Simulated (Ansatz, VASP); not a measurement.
**K in VASP and in Ansatz**

File INCAR:

```
PREC = Accurate
ENCUT = 520
EDIFF = 1E-6
ISMEAR = 0
SIGMA = 0.1
LREAL = False
LASPH = True
NELM = 100
ALGO = Fast
ISIF = 2
LWAVE = False
LCHARG = False
GGA = PS
NBANDS = 16
```

The input KPOINTS:

```
Automatic mesh
0
Gamma
  12 12 6
```

POSCAR

```
K
1.0
    4.5103100427      0.0000000000      0.0000000000
   -2.2551550214      3.9060430760      0.0000000000
    0.0000000000      0.0000000000      7.3763092712
K
2
Direct
    0.3333333333      0.6666666667      0.2500000000
    0.6666666667      0.3333333333      0.7500000000
```

Input for Ansatz:

```yaml
crystal:
  lattice:
    - [4.5103100427, 0.0, 0.0]
    - [-2.2551550214, 3.906043076, 0.0]
    - [0.0, 0.0, 7.3763092712]
  atoms:
    - { symbol: K, position: [0.3333333333, 0.6666666667, 0.25] }
    - { symbol: K, position: [0.6666666667, 0.3333333333, 0.75] }
basis:
  ecutwfc: 420
kpoints:
  mp_grid: { grid: [12, 12, 6] }
hamiltonian:
  xc: pbesol
scf:
  occupations: { method: gaussian, width: 0.1 }
output:
  forces: true
  stress: true
  eigenvalues: true
```

Change from the starting cell: equal strain along all axes, cell held, atoms relaxed: -3.0 %.

Alike in both runs: task single point; functional PBEsol; k mesh 12 × 12 × 6; occupations gaussian, width 0.1 eV; no spin polarisation.

|  | VASP | Ansatz |
| --- | --- | --- |
| version | VASP 6.6.1 | Ansatz 0.2.0 |
| potentials or method | VASP PAW PBE potentials, release 64 (K_sv), cutoff 520 eV | scalar-relativistic, plane waves, PAW |
| valence electrons in the cell | 18 | 18 |

|  | VASP | Ansatz | Ansatz less VASP |
| --- | --- | --- | --- |
| gap on the k mesh at the Fermi level (eV) | none | none | - |
| pressure (GPa) | 0.4 | 0.4 | +0.01 |

VASP's potentials were made for PBE, not for PBEsol. A gap of «none» marks a metal or a gap that the smearing closes.
